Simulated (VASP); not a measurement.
# Be6Tl (Pm-3m) in VASP: a series of runs, part 2 of 2

VASP 6.6.1. The steps go on from the part before.

## Step 4: Relaxation of cell and atoms, PBE

Input file INCAR:

```
SYSTEM = Be6Tl
  PREC = Accurate
  ENCUT = 600
  EDIFF = 1E-6
  ISMEAR = 0
  SIGMA = 0.1
  LREAL = .FALSE.
  LASPH = .TRUE.
  NELM = 60
  ALGO = Fast
  ISIF = 3
  LWAVE = .FALSE.
  LCHARG = .FALSE.
  GGA = PE
  IBRION = 2
  NSW = 90
  EDIFFG = -0.04
```

Input file KPOINTS:

```
Automatic mesh
0
G
  4 4 4
  0 0 0
```

Input file POSCAR:

```
Be6Tl
1.0
    4.1473712600      0.0000000000      0.0000000000
    0.0000000000      4.1473712600      0.0000000000
    0.0000000000      0.0000000000      4.1473712600
Be Tl
6 1
Direct
    0.2070000000      0.5000000000      0.5000000000
    0.5000000000      0.2070000000      0.5000000000
    0.7930000000      0.5000000000      0.5000000000
    0.5000000000      0.7930000000      0.5000000000
    0.5000000000      0.5000000000      0.2070000000
    0.5000000000      0.5000000000      0.7930000000
    0.0000000000      0.0000000000      0.0000000000
```

Run with:

```bash
cat potpaw_PBE.64/Be/POTCAR potpaw_PBE.64/Tl_d/POTCAR > POTCAR
mpirun -np 1 vasp_std > vasp.out
```

It took 37 s on 1 thread of Intel Xeon Platinum 8559C (Emerald Rapids), shared host; peak memory 0.21 GiB.

Results (log left out):

| Property | Result |
| --- | --- |
| Free energy | -16.4051 eV |
| Relaxed volume | 18.58 Å³/atom |
| Relaxed cell | a = 5.066 Å, b = 5.066 Å, c = 5.066 Å, α = 90.00°, β = 90.00°, γ = 90.00° |
| Space group after relaxing (to 0.1 Å) | Pm-3m (No. 221) |
| Energy gained by relaxing | 1041.0 meV/atom |
| Ionic steps | 5 |
| Pressure after relaxing | 0.1 GPa |
| Largest force after relaxing | 0.034 eV/Å |
| Band gap on the k mesh | zero (an odd number of electrons rules out a gap without spin polarisation) |

Forces on the atoms (eV/Å):
```
Be   0.034  0.000  0.000
Be   0.000  0.034  0.000
Be  -0.034  0.000  0.000
Be   0.000 -0.034  0.000
Be   0.000  0.000  0.034
Be   0.000  0.000 -0.034
Tl   0.000  0.000  0.000
```

The path:
```tsv
step	energy change (eV)	largest force (eV/Å)	pressure (GPa)	volume (Å³)
1	0.0000	4.4216	59.73	71.34
2	-2.1433	9.4213	11.51	118.19
3	-4.2599	4.8725	20.95	92.79
4	-7.1742	0.3251	-2.26	141.99
5	-7.2868	0.0336	0.13	130.03
```

Final structure:
```
CELL_PARAMETERS angstrom
5.06621 0.00000 0.00000
0.00000 5.06621 0.00000
0.00000 0.00000 5.06621
ATOMIC_POSITIONS crystal
Be 0.19911 0.50000 0.50000
Be 0.50000 0.19911 0.50000
Be 0.80089 0.50000 0.50000
Be 0.50000 0.80089 0.50000
Be 0.50000 0.50000 0.19911
Be 0.50000 0.50000 0.80089
Tl 0.00000 0.00000 0.00000
```

Levels at points of the mesh, in eV from the Fermi level:
```csv
k point,band 10,band 11,band 12,band 13,band 14,band 15,band 16
"(0.00, 0.00, 0.00)",-2.58,-1.40,-1.40,-1.14,2.06,2.06,2.06
"(0.50, 0.00, 0.00)",-1.91,-1.91,-1.24,-0.19,-0.19,0.92,2.13
"(0.50, 0.50, 0.00)",-1.65,-1.41,0.09,0.40,0.40,1.04,1.04
"(0.50, 0.50, 0.50)",-3.48,-1.86,-1.86,-1.86,1.39,1.39,1.39
```

Caveat: the k points lie up to 0.31 Å⁻¹ apart in the final cell, too coarse for converged energies and pressures of a metal; the volume moved by over 15 % at a fixed basis, so the end points are rough; spin-orbit coupling is left out, which moves the levels of the heavy elements.

## Step 5: Single point, PBE

This run uses another cell than the first one, of 18.75 Å³/atom.

Input file INCAR:

```
SYSTEM = Be6Tl
ALGO = Normal
EDIFF = 1E-6
ENCUT = 520
GGA = PE
ISIF = 2
ISMEAR = 0
LASPH = .TRUE.
LCHARG = .FALSE.
LREAL = .FALSE.
LWAVE = .FALSE.
NBANDS = 22
NELM = 60
PREC = Accurate
SIGMA = 0.1
```

Input file KPOINTS:

```
k-points
0
G
  8 8 8
  0 0 0
```

Input file POSCAR:

```
Be6Tl
1.0
    5.0819656349      0.0000000000      0.0000000000
    0.0000000000      5.0819656349      0.0000000000
    0.0000000000      0.0000000000      5.0819656349
Be Tl
6 1
Direct
    0.1998525821      0.5000000000      0.5000000000
    0.5000000000      0.1998525821      0.5000000000
    0.8001474179      0.5000000000      0.5000000000
    0.5000000000      0.8001474179      0.5000000000
    0.5000000000      0.5000000000      0.1998525821
    0.5000000000      0.5000000000      0.8001474179
    0.0000000000      0.0000000000      0.0000000000
```

Run with:

```bash
cat potpaw_PBE.64/Be/POTCAR potpaw_PBE.64/Tl_d/POTCAR > POTCAR
mpirun -np 1 vasp_std > vasp.out
```

It took 37 s on 1 thread of Intel Xeon Platinum 8559C (Emerald Rapids), shared host; peak memory 0.28 GiB.

It converged, with:

```yaml
Free_energy: -16.5711 eV
Pressure: 0.0 GPa
Largest_force: 0.010 eV/Å
Band_gap_on_the_k_mesh: zero (an odd number of electrons rules out a gap without spin polarisation)
```

Forces in eV/Å, atoms in the order of the input:
```
Be  -0.010  0.000  0.000
Be   0.000 -0.010  0.000
Be   0.010  0.000  0.000
Be   0.000  0.010  0.000
Be   0.000  0.000 -0.010
Be   0.000  0.000  0.010
Tl   0.000  0.000  0.000
```

Levels at points of the mesh, in eV from the Fermi level:
```tsv
k point	band 10	band 11	band 12	band 13	band 14	band 15	band 16	band 17
(0.00, 0.00, 0.00)	-2.53	-1.36	-1.36	-1.13	2.06	2.06	2.06	3.77
(0.50, 0.00, 0.00)	-1.88	-1.88	-1.20	-0.16	-0.16	0.96	2.13	2.64
(0.50, 0.50, 0.00)	-1.60	-1.38	0.10	0.43	0.43	1.08	1.08	2.62
(0.50, 0.50, 0.50)	-3.43	-1.81	-1.81	-1.81	1.43	1.43	1.43	5.18
```

Caveat: spin-orbit coupling is left out, which moves the levels of the heavy elements.

## Step 6: Relaxation of cell and atoms, PBE

This run uses another cell than the first one, of 18.65 Å³/atom.

Input file INCAR:

```
SYSTEM = Be6Tl
ALGO = Normal
EDIFF = 1E-7
EDIFFG = -0.01
ENCUT = 600
GGA = PE
IBRION = 2
ISIF = 3
ISMEAR = 0
LASPH = .TRUE.
LCHARG = .FALSE.
LREAL = .FALSE.
LWAVE = .FALSE.
NELM = 60
NSW = 100
PREC = Accurate
SIGMA = 0.1
```

KPOINTS is that of step 5.

Input file POSCAR:

```
Be6Tl
1.0
    5.0732949315      0.0000000000      0.0000000000
    0.0000000000      5.0732949315      0.0000000000
    0.0000000000      0.0000000000      5.0732949315
Be Tl
6 1
Direct
    0.1995706723      0.5000000000      0.5000000000
    0.5000000000      0.1995706723      0.5000000000
    0.8004293277      0.5000000000      0.5000000000
    0.5000000000      0.8004293277      0.5000000000
    0.5000000000      0.5000000000      0.1995706723
    0.5000000000      0.5000000000      0.8004293277
    0.0000000000      0.0000000000      0.0000000000
```

Potentials or basis: VASP PAW PBE potentials, release 64 (Be, Tl_d).

Run with:

```bash
cat potpaw_PBE.64/Be/POTCAR potpaw_PBE.64/Tl_d/POTCAR > POTCAR
mpirun -np 1 vasp_std > vasp.out
```

OUTCAR:

```text
SYSTEM = Be6Tl
   EDIFF = 1E-7
   EDIFFG = -0.01
   ENCUT = 600
   GGA = PE
   IBRION = 2
   ISIF = 3
   ISMEAR = 0
   LASPH = .TRUE.
   LREAL = .FALSE.
   NELM = 60
   NSW = 100
   PREC = Accurate

 ion  position               nearest neighbor table
   1  0.200  0.500  0.500-   3 2.02   2 2.16   4 2.16   5 2.16   6 2.16
   2  0.500  0.200  0.500-   4 2.02   3 2.16   1 2.16   5 2.16   6 2.16
   3  0.800  0.500  0.500-   1 2.02   2 2.16   4 2.16   5 2.16   6 2.16
   4  0.500  0.800  0.500-   2 2.02   1 2.16   3 2.16   5 2.16   6 2.16
   5  0.500  0.500  0.200-   6 2.02   2 2.16   3 2.16   4 2.16   1 2.16
   6  0.500  0.500  0.800-   5 2.02   2 2.16   3 2.16   4 2.16   1 2.16
   7  0.000  0.000  0.000-

  LATTYP: Found a simple cubic cell.
 ALAT       =     5.0732949315

  Lattice vectors:

 A1 = (   5.0732949315,   0.0000000000,   0.0000000000)
 A2 = (   0.0000000000,   5.0732949315,   0.0000000000)
 A3 = (   0.0000000000,   0.0000000000,   5.0732949315)

Analysis of symmetry for initial positions (statically):
=====================================================================
 Subroutine PRICEL returns:
 Original cell was already a primitive cell.

 Routine SETGRP: Setting up the symmetry group for a
 simple cubic supercell.

 Subroutine GETGRP returns: Found 48 space group operations
 (whereof 48 operations were pure point group operations)
 out of a pool of 48 trial point group operations.

The static configuration has the point symmetry O_h .

Analysis of symmetry for dynamics (positions and initial velocities):
=====================================================================
 Subroutine PRICEL returns:
 Original cell was already a primitive cell.

 Routine SETGRP: Setting up the symmetry group for a
 simple cubic supercell.

 Subroutine GETGRP returns: Found 48 space group operations
 (whereof 48 operations were pure point group operations)
 out of a pool of 48 trial point group operations.
[... 140 lines left out ...]
   LEPSILON=     F    determine dielectric tensor
   LRPA    =     F    only Hartree local field effects (RPA)
 conjugate gradient relaxation of ions
 non-spin polarized calculation
 Gauss-broadening in eV      SIGMA  =   0.10
  energy-cutoff  :      600.00
  volume of cell :      130.58
 maximum number of plane-waves:      4388
 NGX is ok and might be reduce to    42
   NGX = 21   NGY = 21   NGZ = 21

--------------------------------------- Ionic step        1  -------------------------------------------

 number of electron      25.0000000 magnetization

 Free energy of the ion-electron system (eV)
  ---------------------------------------------------
  ext. energy  EPLUGINS =         0.00000000
  ---------------------------------------------------
  free energy    TOTEN  =       -16.57068081 eV

  energy without entropy =      -16.55227388  energy(sigma->0) =      -16.56147734

------------------------ aborting loop because EDIFF is reached ----------------------------------------

  FORCE on cell =-STRESS in cart. coord.  units (eV):
  Direction    XX          YY          ZZ          XY          YZ          ZX
  --------------------------------------------------------------------------------------
  -------------------------------------------------------------------------------------
  Total        0.1658051      0.1658051      0.1658051      0.0000000      0.0000000      0.0000000
  in kB        2.0344079      2.0344079      2.0344079      0.0000000      0.0000000      0.0000000
  external PRESSURE =       2.0344079 kB  Pullay stress =       0.0000000 kB
[... 69 lines left out ...]
--------------------------------------- Ionic step        3  -------------------------------------------

 number of electron      24.9999998 magnetization

 Free energy of the ion-electron system (eV)
  ---------------------------------------------------
  ext. energy  EPLUGINS =         0.00000000
  ---------------------------------------------------
  free energy    TOTEN  =       -16.57122656 eV

  energy without entropy =      -16.55275570  energy(sigma->0) =      -16.56199113

 E-fermi :   2.0119     XC(G=0):  -8.3323

 val. band max:        1.9643308175   @ k =   0.2500   0.1250   0.1250
 cond. band min:       2.0253146915   @ k =   0.3750   0.3750   0.0000
 fundamental gap:      0.0609838739
 Fermi energy:         2.0119345831

 k-point     1 :       0.0000    0.0000    0.0000
  band No.  band energies     occupation
      1      -8.7295      2.00000
      2      -8.7295      2.00000
      3      -8.7159      2.00000
      4      -8.7159      2.00000
      5      -8.7159      2.00000
      6      -5.7452      2.00000
[... 433 lines left out ...]
      3      -8.7229      2.00000
      4      -8.7182      2.00000
      5      -8.7051      2.00000
      6      -4.9127      2.00000
[... 8 lines left out ...]
     15       2.9341      0.00000
     16       3.2070      0.00000

 [... further k-points ...]

------------------------ aborting loop because EDIFF is reached ----------------------------------------

  FORCE on cell =-STRESS in cart. coord.  units (eV):
  Direction    XX          YY          ZZ          XY          YZ          ZX
  --------------------------------------------------------------------------------------
  -------------------------------------------------------------------------------------
  Total        0.0018510      0.0018510      0.0018510      0.0000000      0.0000000      0.0000000
  in kB        0.0225716      0.0225716      0.0225716      0.0000000      0.0000000      0.0000000
  external PRESSURE =       0.0225716 kB  Pullay stress =       0.0000000 kB
[... 22 lines left out ...]
  FREE ENERGIE OF THE ION-ELECTRON SYSTEM (eV)
  ---------------------------------------------------
  free  energy   TOTEN  =       -16.5712265586 eV

  energy  without entropy=      -16.5527556986  energy(sigma->0) =      -16.56199113

 reached required accuracy - stopping structural energy minimisation
```

CONTCAR:

```text
Be6Tl
   1.00000000000000
     5.0837357926980022    0.0000000000000000    0.0000000000000000
     0.0000000000000000    5.0837357926980022    0.0000000000000000
     0.0000000000000000    0.0000000000000000    5.0837357926980022
  Be              Tl
     6     1
Direct
     0.1998097281500710    0.5000000000000000    0.5000000000000000
     0.5000000000000000    0.1998097281500710    0.5000000000000000
     0.8001902718499291    0.5000000000000000    0.5000000000000000
     0.5000000000000000    0.8001902718499291    0.5000000000000000
     0.5000000000000000    0.5000000000000000    0.1998097281500710
     0.5000000000000000    0.5000000000000000    0.8001902718499291
     0.0000000000000000    0.0000000000000000    0.0000000000000000

  0.00000000E+00  0.00000000E+00  0.00000000E+00
  0.00000000E+00  0.00000000E+00  0.00000000E+00
  0.00000000E+00  0.00000000E+00  0.00000000E+00
  0.00000000E+00  0.00000000E+00  0.00000000E+00
  0.00000000E+00  0.00000000E+00  0.00000000E+00
  0.00000000E+00  0.00000000E+00  0.00000000E+00
  0.00000000E+00  0.00000000E+00  0.00000000E+00
```

Wall time 75 s (1 thread of Intel Xeon Platinum 8559C (Emerald Rapids), shared host); peak memory 0.32 GiB.

What came out:

- Free energy: -16.5712 eV
- Relaxed volume: 18.77 Å³/atom
- Relaxed cell: a = 5.084 Å, b = 5.084 Å, c = 5.084 Å, α = 90.00°, β = 90.00°, γ = 90.00°
- Space group after relaxing (to 0.1 Å): Pm-3m (No. 221)
- Energy gained by relaxing: 0.1 meV/atom
- Ionic steps: 3
- Pressure after relaxing: 0.0 GPa
- Largest force after relaxing: 0.004 eV/Å
- Band gap on the k mesh: zero (an odd number of electrons rules out a gap without spin polarisation)

Forces on the atoms (eV/Å):
```
Be  -0.004  0.000  0.000
Be   0.000 -0.004  0.000
Be   0.004  0.000  0.000
Be   0.000  0.004  0.000
Be   0.000  0.000 -0.004
Be   0.000  0.000  0.004
Tl   0.000  0.000  0.000
```

Step by step:
```tsv
step	energy change (eV)	largest force (eV/Å)	pressure (GPa)	volume (Å³)
1	0.0000	0.0140	0.20	130.58
2	-0.0004	0.0037	0.09	131.03
3	-0.0005	0.0044	0.00	131.39
```

Final structure:
```yaml
crystal:
  lattice:
    - [5.08374, 0.00000, 0.00000]
    - [0.00000, 5.08374, 0.00000]
    - [0.00000, 0.00000, 5.08374]
  atoms:
    - { symbol: Be, position: [0.19981, 0.50000, 0.50000] }
    - { symbol: Be, position: [0.50000, 0.19981, 0.50000] }
    - { symbol: Be, position: [0.80019, 0.50000, 0.50000] }
    - { symbol: Be, position: [0.50000, 0.80019, 0.50000] }
    - { symbol: Be, position: [0.50000, 0.50000, 0.19981] }
    - { symbol: Be, position: [0.50000, 0.50000, 0.80019] }
    - { symbol: Tl, position: [0.00000, 0.00000, 0.00000] }
```

Levels at points of the mesh, in eV from the Fermi level:
| k point | band 9 | band 10 | band 11 | band 12 | band 13 | band 14 | band 15 | band 16 |
| --- | --- | --- | --- | --- | --- | --- | --- | --- |
| (0.00, 0.00, 0.00) | -2.53 | -2.53 | -1.36 | -1.36 | -1.13 | 2.06 | 2.06 | 2.06 |
| (0.50, 0.00, 0.00) | -2.43 | -1.88 | -1.88 | -1.20 | -0.16 | -0.16 | 0.96 | 2.14 |
| (0.50, 0.50, 0.00) | -4.11 | -1.60 | -1.38 | 0.10 | 0.43 | 0.43 | 1.08 | 1.08 |
| (0.50, 0.50, 0.50) | -3.43 | -3.43 | -1.81 | -1.81 | -1.81 | 1.43 | 1.43 | 1.43 |

Caveat: spin-orbit coupling is left out, which moves the levels of the heavy elements.

## Step 7: The runs side by side

| task | cell | k mesh | cutoff (eV) | gap on the mesh (eV) | pressure (GPa) | relaxed volume (Å³/atom) | largest force (eV/Å) |
| --- | --- | --- | --- | --- | --- | --- | --- |
| single point | a = 4.147 Å, 7 atoms, atomic positions A | 4 × 4 × 4 | 520 | none | 59.7 | - | 4.42 |
| single point | a = 5.073 Å, 7 atoms, atomic positions B | 4 × 4 × 4 | 520 | none | 0.0 | - | 0.01 |
| relaxation of cell and atoms | relaxed from a = 4.147 Å, 7 atoms, atomic positions A | 4 × 4 × 4 | 600 | none | 0.1 | 18.58 | 0.03 |
| single point | a = 5.082 Å, 7 atoms, atomic positions C | 8 × 8 × 8 | 520 | none | 0.0 | - | 0.01 |
| relaxation of cell and atoms | relaxed from a = 5.073 Å, 7 atoms, atomic positions B | 8 × 8 × 8 | 600 | none | 0.0 | 18.77 | - |

Alike in all rows: level PBE; potentials or basis VASP PAW PBE potentials, release 64 (Be, Tl_d); no spin polarisation; smearing gaussian 0.1 eV.

Caveats: some runs use coarse meshes; spin-orbit coupling is left out, which moves the levels of the heavy elements; forces of over 1 eV/Å act on the atoms, so gaps and moduli don't describe the material at rest (at least some runs); the volume moved by over 15 % at a fixed basis, so the end points are rough (at least some runs).

Total energies depend on the potentials used, so only differences within one code and one set of settings carry meaning.

The gap in the log of VASP goes by the Fermi energy; the results here count the filled bands.